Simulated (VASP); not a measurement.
# Pd (Fd-3m) in VASP: further runs, part 2 of 2

VASP 6.6.1. Earlier steps stand in the parts before.

### Step 4. Single point, LDA, non-collinear spin, zero start, spin-orbit coupling

This run uses another cell than the first one, of 22.17 Å³/atom, 0.962 times its volume.

INCAR

```
SYSTEM = Pd
PREC = Accurate
ENCUT = 520
EDIFF = 1E-6
ISMEAR = -1
SIGMA = 0.1
LREAL = .False.
LASPH = .True.
NELM = 150
ALGO = Normal
ISIF = 2
LWAVE = .False.
LCHARG = .False.
MAGMOM = 0 0 0 0 0 0
LORBIT = 11
LSORBIT = .True.
GGA_COMPAT = .False.
LORBMOM = .True.
LMAXMIX = 4
NBANDS = 32
```

KPOINTS

```
regular mesh
0
Gamma
  10 10 10
  0 0 0
```

POSCAR

```
Pd
1.0
    0.0000000000      2.8091345367      2.8091345367
    2.8091345367      0.0000000000      2.8091345367
    2.8091345367      2.8091345367      0.0000000000
Pd
2
Direct
    0.1250000000      0.1250000000      0.1250000000
    0.8750000000      0.8750000000      0.8750000000
```

Potentials or basis: VASP PAW LDA potentials, release 64 (Pd).

On the command line:

```bash
cat potpaw_LDA.64/Pd/POTCAR > POTCAR
mpirun -np 1 vasp_ncl > vasp.out
```

OUTCAR:

```text
SYSTEM = Pd
   PREC = Accurate
   ENCUT = 520
   EDIFF = 1E-6
   ISMEAR = -1
   LREAL = .False.
   LASPH = .True.
   NELM = 150
   ISIF = 2
   LORBIT = 11
   LSORBIT = .True.

 ion  position               nearest neighbor table
   1  0.125  0.125  0.125-   2 2.43   2 2.43   2 2.43   2 2.43
   2  0.875  0.875  0.875-   1 2.43   1 2.43   1 2.43   1 2.43

  LATTYP: Found a face centered cubic cell.
 ALAT       =     5.6182690734

  Lattice vectors:

 A1 = (   0.0000000000,   2.8091345367,   2.8091345367)
 A2 = (   2.8091345367,   0.0000000000,   2.8091345367)
 A3 = (   2.8091345367,   2.8091345367,   0.0000000000)

Analysis of symmetry for initial positions (statically):
=====================================================================
 Subroutine PRICEL returns:
 Original cell was already a primitive cell.

 Routine SETGRP: Setting up the symmetry group for a
 face centered cubic supercell.

 Subroutine GETGRP returns: Found 48 space group operations
 (whereof 12 operations were pure point group operations)
 out of a pool of 48 trial point group operations.

The static configuration has the point symmetry D_3d.
 The point group associated with its full space group is O_h .

Analysis of symmetry for dynamics (positions and initial velocities):
=====================================================================
 Subroutine PRICEL returns:
 Original cell was already a primitive cell.

 Routine SETGRP: Setting up the symmetry group for a
 face centered cubic supercell.

 Subroutine GETGRP returns: Found 48 space group operations
 (whereof 12 operations were pure point group operations)
 out of a pool of 48 trial point group operations.

The dynamic configuration has the point symmetry D_3d.
 The point group associated with its full space group is O_h .

Analysis of structural, dynamic, and magnetic symmetry:
=====================================================================
 Subroutine PRICEL returns:
 Original cell was already a primitive cell.

 Routine SETGRP: Setting up the symmetry group for a
 face centered cubic supercell.

[... 1050 lines left out ...]
  1         0.000   0.000   0.000
  2         0.000  -0.000  -0.000
 ----------------------------------------
            0.000   0.000   0.000

 orbital moment (z)

 # of ion     p       d       tot
 ----------------------------------------
  1         0.000   0.000   0.000
  2         0.000  -0.000  -0.000
 ----------------------------------------
            0.000   0.000   0.000

 Spin-Orbit-Coupling matrix elements

 Ion:    1  E_soc:     -0.0802547
 l=   1
     0.0000000    -0.0025295    -0.0025295
    -0.0025295     0.0000000    -0.0025295
    -0.0025295    -0.0025295     0.0000000
 l=   2
     0.0000000    -0.0007451     0.0000000    -0.0007451    -0.0101012
    -0.0007451     0.0000000    -0.0075759    -0.0007451    -0.0025253
     0.0000000    -0.0075759     0.0000000    -0.0075759     0.0000000
    -0.0007451    -0.0007451    -0.0075759     0.0000000    -0.0025253
    -0.0101012    -0.0025253     0.0000000    -0.0025253     0.0000000
 l=   3
     0.0000000     0.0000000     0.0000000     0.0000000     0.0000000     0.0000000     0.0000000
     0.0000000     0.0000000     0.0000000     0.0000000     0.0000000     0.0000000     0.0000000
     0.0000000     0.0000000     0.0000000     0.0000000     0.0000000     0.0000000     0.0000000
     0.0000000     0.0000000     0.0000000     0.0000000     0.0000000     0.0000000     0.0000000
     0.0000000     0.0000000     0.0000000     0.0000000     0.0000000     0.0000000     0.0000000
     0.0000000     0.0000000     0.0000000     0.0000000     0.0000000     0.0000000     0.0000000
     0.0000000     0.0000000     0.0000000     0.0000000     0.0000000     0.0000000     0.0000000

 Ion:    2  E_soc:     -0.0802547
 l=   1
     0.0000000    -0.0025295    -0.0025295
    -0.0025295     0.0000000    -0.0025295
    -0.0025295    -0.0025295     0.0000000
 l=   2
     0.0000000    -0.0007451     0.0000000    -0.0007451    -0.0101012
    -0.0007451     0.0000000    -0.0075759    -0.0007451    -0.0025253
     0.0000000    -0.0075759     0.0000000    -0.0075759     0.0000000
    -0.0007451    -0.0007451    -0.0075759     0.0000000    -0.0025253
    -0.0101012    -0.0025253     0.0000000    -0.0025253     0.0000000
 l=   3
     0.0000000     0.0000000     0.0000000     0.0000000     0.0000000     0.0000000     0.0000000
     0.0000000     0.0000000     0.0000000     0.0000000     0.0000000     0.0000000     0.0000000
     0.0000000     0.0000000     0.0000000     0.0000000     0.0000000     0.0000000     0.0000000
     0.0000000     0.0000000     0.0000000     0.0000000     0.0000000     0.0000000     0.0000000
     0.0000000     0.0000000     0.0000000     0.0000000     0.0000000     0.0000000     0.0000000
     0.0000000     0.0000000     0.0000000     0.0000000     0.0000000     0.0000000     0.0000000
     0.0000000     0.0000000     0.0000000     0.0000000     0.0000000     0.0000000     0.0000000

 total charge

# of ion       s       p       d       tot
------------------------------------------
    1        0.539   0.370   8.512   9.421
    2        0.539   0.370   8.512   9.421
--------------------------------------------------
tot          1.078   0.740  17.023  18.842

 magnetization (x)

# of ion       s       p       d       tot
------------------------------------------
    1       -0.000  -0.000   0.000   0.000
    2       -0.000   0.000  -0.000  -0.000
--------------------------------------------------
tot         -0.000  -0.000   0.000   0.000

 magnetization (y)

# of ion       s       p       d       tot
------------------------------------------
    1       -0.000  -0.000   0.000   0.000
    2       -0.000   0.000  -0.000  -0.000
--------------------------------------------------
tot         -0.000  -0.000  -0.000  -0.000

 magnetization (z)

# of ion       s       p       d       tot
------------------------------------------
    1        0.000   0.000   0.000   0.000
    2        0.000   0.000  -0.000  -0.000
--------------------------------------------------
tot          0.000   0.000   0.000   0.000
```

stdout:

```text
POSCAR found type information on POSCAR Pd
 POSCAR found :  1 types and       2 ions
 scaLAPACK will be used
 LDA part: xc-table for (Slater(with rela. corr.)+CA(PZ))
 , standard interpolation
 POSCAR, INCAR and KPOINTS ok, starting setup
 FFT: planning ... GRIDC
 FFT: planning ... GRID_SOFT
 FFT: planning ... GRID
 WAVECAR not read
 entering main loop
```

It took 2.2 min on 1 thread of Intel Xeon Platinum 8488C (Sapphire Rapids), shared host; peak memory 0.28 GiB.

Results:

```yaml
Free_energy: -10.3548 eV
Pressure: -0.3 GPa
Net_moment: 0.00 μB per cell
Valence_electrons_inside_the_program's_atomic_spheres: Pd 9.42
```

Moments on the atoms (μB; x, y, z):
```
Pd  0.00 0.00 0.00
Pd  0.00 0.00 0.00
```

### Step 5. Overview

| task | spin | cell | k mesh | cutoff (eV) | gap on the mesh (eV) | pressure (GPa) |
| --- | --- | --- | --- | --- | --- | --- |
| single point | off | a = 4.025 Å, angles 60.0°, 2 atoms | 11 × 11 × 11 | 520 | none | -3.6 |
| relaxation of cell and atoms | off | relaxed from a = 3.830 Å, angles 60.0°, 2 atoms | 10 × 10 × 10 | 600 | none | 0.0 |
| single point | non-collinear, zero start, SOC | a = 3.973 Å, angles 60.0°, 2 atoms | 10 × 10 × 10 | 520 | - | -0.3 |

Alike in all rows: level LDA; potentials or basis VASP PAW LDA potentials, release 64 (Pd); smearing fermi-dirac 0.1 eV.

Absolute energies hang on the potentials; compare differences alone.
